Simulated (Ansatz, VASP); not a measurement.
Two plane-wave programs on SnTe

POSCAR

```
SnTe
1.0
   -0.0222444150      3.1830325813      3.1830325813
    3.1830325813     -0.0222444150      3.1830325813
    3.1830325813      3.1830325813     -0.0222444150
Sn Te
1 1
Direct
    0.0000000000      0.0000000000      0.0000000000
    0.5000000000      0.5000000000      0.5000000000
```

Contents of INCAR.step1:

```
PREC = Accurate
ENCUT = 520
ISMEAR = -1
SIGMA = 0.02
LREAL = F
LASPH = T
NELM = 80
NBANDS = 17
GGA = PE
ALGO = Normal
EDIFF = 1E-4
LWAVE = T
LCHARG = F
```

File INCAR.step2:

```
PREC = Accurate
ENCUT = 520
EDIFF = 1E-6
ISMEAR = -1
SIGMA = 0.02
LREAL = F
LASPH = T
NELM = 80
ALGO = Normal
ISIF = 2
LWAVE = F
LCHARG = F
METAGGA = R2SCAN
LMIXTAU = T
NBANDS = 17
ISTART = 1
```

File KPOINTS:

```
Automatic mesh
0
Gamma
  8 8 8
```

Input for Ansatz:

```yaml
crystal:
  lattice:
    - [-0.022244415, 3.1830325813, 3.1830325813]
    - [3.1830325813, -0.022244415, 3.1830325813]
    - [3.1830325813, 3.1830325813, -0.022244415]
  atoms:
    - { symbol: Sn, position: [0.0, 0.0, 0.0] }
    - { symbol: Te, position: [0.5, 0.5, 0.5] }
kpoints:
  mp_grid: { grid: [8, 8, 8] }
  band_path:
    path:
      - [0.0, 0.0, 0.0]
      - [0.5, 0.0, 0.5]
      - [0.625, 0.25, 0.625]
      - [0.375, 0.375, 0.75]
      - [0.5, 0.5, 0.5]
      - [0.5, 0.25, 0.75]
    npoints: 1
hamiltonian:
  xc: r2scan
scf:
  occupations: { method: fermi_dirac, width: 0.02 }
  n_extra_bands: 4
output:
  forces: true
  stress: true
  eigenvalues: true
```

Change from the starting cell: epitaxial_111 strain +0.5%.

Alike in both runs: task single point; functional r2SCAN; k mesh 8 × 8 × 8; occupations fermi-dirac, width 0.02 eV; no spin polarisation.

```csv
,VASP,Ansatz
version,VASP 6.6.1,Ansatz 0.2.0
potentials or method,"VASP PAW PBE potentials, release 64 (Sn_d, Te)","plane waves, PAW"
plane-wave cutoff (eV),520,500
valence electrons in the cell,20,30
```

|  | VASP | Ansatz | Ansatz less VASP |
| --- | --- | --- | --- |
| pressure (GPa) | -0.3 | -0.3 | -0.01 |
| traceless stress, the component that is largest in VASP (GPa) | 0.12 | 0.12 | 0.000 |

VASP's potentials were made for PBE, not for r2SCAN. VASP's potentials hold 20 valence electrons a cell and Ansatz's 30, so a difference there can come from the potentials and not from the codes.

Spin-orbit coupling is off throughout.
